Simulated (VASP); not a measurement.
Input of a VASP 6.6.1 run:

The input POSCAR:

```
BaS
1.0
    0.0000000000      3.1285531347      3.1285531347
    3.1285531347      0.0000000000      3.1285531347
    3.1285531347      3.1285531347      0.0000000000
Ba S
1 1
Direct
    0.0000000000      0.0000000000      0.0000000000
    0.5000000000      0.5000000000      0.5000000000
```

The input INCAR.step1:

```
SYSTEM = BaS
PREC = Accurate
ENCUT = 520
ISMEAR = -1
SIGMA = 0.05
LREAL = .FALSE.
LASPH = .TRUE.
NELM = 60
NBANDS = 15
GGA = PE
ALGO = Normal
EDIFF = 1E-4
LWAVE = .TRUE.
LCHARG = .FALSE.
```

The input INCAR.step2:

```
SYSTEM = BaS
PREC = Accurate
ENCUT = 520
EDIFF = 1E-6
ISMEAR = -1
SIGMA = 0.05
LREAL = .FALSE.
LASPH = .TRUE.
NELM = 60
ALGO = Normal
ISIF = 2
LWAVE = .FALSE.
LCHARG = .FALSE.
METAGGA = R2SCAN
LMIXTAU = .TRUE.
NBANDS = 15
ISTART = 1
```

The input KPOINTS:

```
regular mesh
0
G
  7 7 7
  0 0 0
```

Potentials or basis: VASP PAW PBE potentials, release 64 (Ba_sv, S).

The run is started by

```console
$ cat potpaw_PBE.64/Ba_sv/POTCAR potpaw_PBE.64/S/POTCAR > POTCAR
$ cp INCAR.step1 INCAR
$ mpirun -np 1 vasp_std > vasp.out
$ cp INCAR.step2 INCAR
$ mpirun -np 1 vasp_std > vasp.out
```

Predict the pressure.

5.0 GPa.

What does it give for the band gap on the k mesh?

2.41 eV, indirect (least direct gap 2.52 eV).

Caveat: the PAW data sets were made with another functional, which shifts forces and pressure a little; spin-orbit coupling is left out, which moves the levels of the heavy elements. A k mesh can miss the band edges.
